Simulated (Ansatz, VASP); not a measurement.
**MgCd2SO2: VASP beside Ansatz**

Contents of INCAR:

```
PREC     = Accurate       # precision mode
ENCUT    = 520            # plane-wave cutoff, eV
EDIFF    = 1E-7           # SCF threshold, eV
ISMEAR   = 0              # smearing method
SIGMA    = 0.1            # smearing width, eV
LREAL    = F              # projectors in reciprocal space
LASPH    = T              # aspherical terms in the spheres
NELM     = 60             # most SCF steps
ALGO     = Normal         # electronic algorithm
ISIF     = 2              # what is computed and relaxed
LWAVE    = F              # write WAVECAR
LCHARG   = F              # write CHGCAR
GGA      = PE             # functional
NBANDS   = 31             # bands
```

File KPOINTS:

```
regular mesh
0
Gamma
  4 4 4
```

The input POSCAR:

```
MgCd2SO2
1.0
    4.2087846600      0.0000000000      0.0000000000
    0.0000000000      4.2087846600      0.0000000000
    0.0000000000      0.0000000000      5.4158425100
Mg Cd S O
1 2 1 2
Direct
    0.0000000000      0.0000000000      0.5000000000
    0.5000000000      0.5000000000      0.7223759900
    0.5000000000      0.5000000000      0.2776240100
    0.0000000000      0.0000000000      0.0000000000
    0.5000000000      0.0000000000      0.0000000000
    0.0000000000      0.5000000000      0.0000000000
```

Input for Ansatz:

```yaml
crystal:
  lattice:
    - [4.20878466, 0.0, 0.0]
    - [0.0, 4.20878466, 0.0]
    - [0.0, 0.0, 5.41584251]
  atoms:
    - { symbol: Mg, position: [0.0, 0.0, 0.5] }
    - { symbol: Cd, position: [0.5, 0.5, 0.72237599] }
    - { symbol: Cd, position: [0.5, 0.5, 0.27762401] }
    - { symbol: S, position: [0.0, 0.0, 0.0] }
    - { symbol: O, position: [0.5, 0.0, 0.0] }
    - { symbol: O, position: [0.0, 0.5, 0.0] }
basis:
  ecutwfc: 420
kpoints:
  mp_grid: { grid: [4, 4, 4] }
hamiltonian:
  xc: pbe
scf:
  occupations: { method: gaussian, width: 0.1 }
  lower_state_search: "off"
output:
  forces: true
  stress: true
  eigenvalues: true
```

Change from the starting cell: species swapped into the PrSi2Mo2C type (P4/mmm, No. 123).

Alike in both runs: task single point; functional PBE; k mesh 4 × 4 × 4; occupations gaussian, width 0.1 eV; no spin polarisation.

|  | VASP | Ansatz |
| --- | --- | --- |
| version | VASP 6.6.1 | Ansatz 0.2.0 |
| potentials or method | VASP PAW PBE potentials, release 64 (Mg, Cd, S, O), cutoff 520 eV | scalar-relativistic, plane waves, PAW |
| valence electrons in the cell | 44 | 68 |

|  | VASP | Ansatz | Ansatz less VASP |
| --- | --- | --- | --- |
| gap on the k mesh at the Fermi level (eV) | none | none | - |
| pressure (GPa) | 3.7 | 3.3 | -0.32 |
| traceless stress, the component that is largest in VASP (GPa) | 2.45 | 2.06 | -0.391 |
| rms of the force components (eV/Å) | 1.089 | 1.055 | -0.0342 |

Atom by atom the forces differ by 0.034 eV/Å (rms over components). A gap of «none» marks a metal or a gap that the smearing closes. VASP's potentials hold 44 valence electrons a cell and Ansatz's 68, so a difference there can come from the potentials and not from the codes.

The k mesh is coarse, so the values compare programs but aren't converged.
